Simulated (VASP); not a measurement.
Set up this calculation in VASP 6.6.1, as the native input.

| Property | Result |
| --- | --- |
| Task | single point |
| Functional | r2SCAN |
| Potentials or basis | VASP PAW PBE potentials, release 64 (Ga_d) |
| Cutoff | 520 eV |
| k mesh | 11 × 11 × 11 |
| Occupations | fermi-dirac, width 0.1 eV |
| Spin | no spin polarisation |
| Dipole correction | no |
| Further INCAR settings | ALGO = Normal; EDIFF = 1e-07; NBANDS = 20 |

Ga:

```
Ga
1.0
     0.00000    2.92654    2.92654
     2.92654    0.00000    2.92654
     2.92654    2.92654    0.00000
Ga
2
Direct
  0.12500 0.12500 0.12500
  0.87500 0.87500 0.87500
```

This isn't the form of Ga at room conditions, which is orthorhombic.

These files were run (other wordings do the same):

POSCAR

```
Ga
1.0
    0.0000000000      2.9265352323      2.9265352323
    2.9265352323      0.0000000000      2.9265352323
    2.9265352323      2.9265352323      0.0000000000
Ga
2
Direct
    0.1250000000      0.1250000000      0.1250000000
    0.8750000000      0.8750000000      0.8750000000
```

INCAR.step1

```
PREC     = Accurate       # precision mode
ENCUT    = 520            # plane-wave cutoff, eV
ISMEAR   = -1             # smearing method
SIGMA    = 0.1            # smearing width, eV
LREAL    = F              # projectors in reciprocal space
LASPH    = T              # aspherical terms in the spheres
NELM     = 80             # most SCF steps
NBANDS   = 20             # bands
GGA      = PE             # functional
ALGO     = Normal         # electronic algorithm
EDIFF    = 1E-4           # SCF threshold, eV
LWAVE    = T              # write WAVECAR
LCHARG   = F              # write CHGCAR
```

INCAR.step2

```
PREC     = Accurate       # precision mode
ENCUT    = 520            # plane-wave cutoff, eV
EDIFF    = 1E-7           # SCF threshold, eV
ISMEAR   = -1             # smearing method
SIGMA    = 0.1            # smearing width, eV
LREAL    = F              # projectors in reciprocal space
LASPH    = T              # aspherical terms in the spheres
NELM     = 80             # most SCF steps
ALGO     = Normal         # electronic algorithm
ISIF     = 2              # what is computed and relaxed
LWAVE    = F              # write WAVECAR
LCHARG   = F              # write CHGCAR
METAGGA  = R2SCAN         # meta-GGA
LMIXTAU  = T            
NBANDS   = 20             # bands
ISTART   = 1
```

KPOINTS

```
Automatic mesh
0
Gamma
  11 11 11
```

Potentials or basis: VASP PAW PBE potentials, release 64 (Ga_d).

Command:

```sh
$ cat potpaw_PBE.64/Ga_d/POTCAR > POTCAR
$ cp INCAR.step1 INCAR
$ mpirun -np 1 vasp_std > vasp.out
$ cp INCAR.step2 INCAR
$ mpirun -np 1 vasp_std > vasp.out
```

Results of the run:

The pressure is -1.6 GPa and the band gap on the k mesh is zero (bands 13 and 14 overlap by 3.99 eV).

Caveat: the PAW data sets were made with another functional, which shifts forces and pressure a little.

It took 110 s on 1 thread of AMD EPYC 9R45 96-Core Processor (Zen 5), on a shared host, peak memory 0.18 GiB.
